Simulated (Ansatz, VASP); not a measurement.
# One calculation of Ru3S, two programs

Contents of INCAR:

```
PREC = Accurate
ENCUT = 520
EDIFF = 1E-6
ISMEAR = 0
SIGMA = 0.1
LREAL = F
LASPH = T
NELM = 150
ALGO = Normal
ISIF = 2
LWAVE = F
LCHARG = T
ISPIN = 2
MAGMOM = 1 1 1 0
LORBIT = 11
LMAXMIX = 4
GGA = PE
LELF = T
LVHAR = T
NBANDS = 36
```

KPOINTS

```
regular mesh
0
Gamma
  6 6 6
```

Contents of POSCAR:

```
Ru3S
1.0
    3.8839316487      0.0000000000      0.0000000000
    0.0000000000      3.8839316487      0.0000000000
    0.0000000000      0.0000000000      3.8839316487
Ru S
3 1
Direct
    0.0000000000      0.5000000000      0.5000000000
    0.5000000000      0.0000000000      0.5000000000
    0.5000000000      0.5000000000      0.0000000000
    0.0000000000      0.0000000000      0.0000000000
```

Input for Ansatz:

```yaml
crystal:
  lattice:
    - [3.8839316487, 0.0, 0.0]
    - [0.0, 3.8839316487, 0.0]
    - [0.0, 0.0, 3.8839316487]
  atoms:
    - { symbol: Ru, position: [0.0, 0.5, 0.5], spin: 1.0 }
    - { symbol: Ru, position: [0.5, 0.0, 0.5], spin: 1.0 }
    - { symbol: Ru, position: [0.5, 0.5, 0.0], spin: 1.0 }
    - { symbol: S, position: [0.0, 0.0, 0.0] }
basis:
  ecutwfc: 420
kpoints:
  mp_grid: { grid: [6, 6, 6] }
hamiltonian:
  xc: pbe
scf:
  occupations: { method: gaussian, width: 0.1 }
  lower_state_search: "off"
output:
  forces: true
  stress: true
  eigenvalues: true
  populations: true
magnetization:
  spin_polarized: true
```

Alike in both runs: task single point; functional PBE; k mesh 6 × 6 × 6; occupations gaussian, width 0.1 eV; collinear spin.

```csv
,VASP,Ansatz
version,VASP 6.6.1,Ansatz 0.2.0
potentials or method,"VASP PAW PBE potentials, release 64 (Ru_pv, S), cutoff 520 eV","scalar-relativistic, plane waves, PAW"
valence electrons in the cell,48,54
```

Ansatz gave:

* gap on the k mesh at the Fermi level (eV): none
* pressure (GPa): -12.5
* net moment per atom (μB): 0.15
* size of the moment on the site where the two differ most (μB): 0.19

Question: Estimate VASP's values.

Answer: gap on the k mesh at the Fermi level (eV): none; pressure (GPa): -12.5; net moment per atom (μB): 0.15; size of the moment on the site where the two differ most (μB): 0.20.

Site moments also hang on the region over which each program counts them. A gap of «none» marks a metal or a gap that the smearing closes. With one functional, cell and mesh, what is left measures potentials, basis and numerics. VASP's potentials hold 48 valence electrons a cell and Ansatz's 54, so a difference there can come from the potentials and not from the codes.
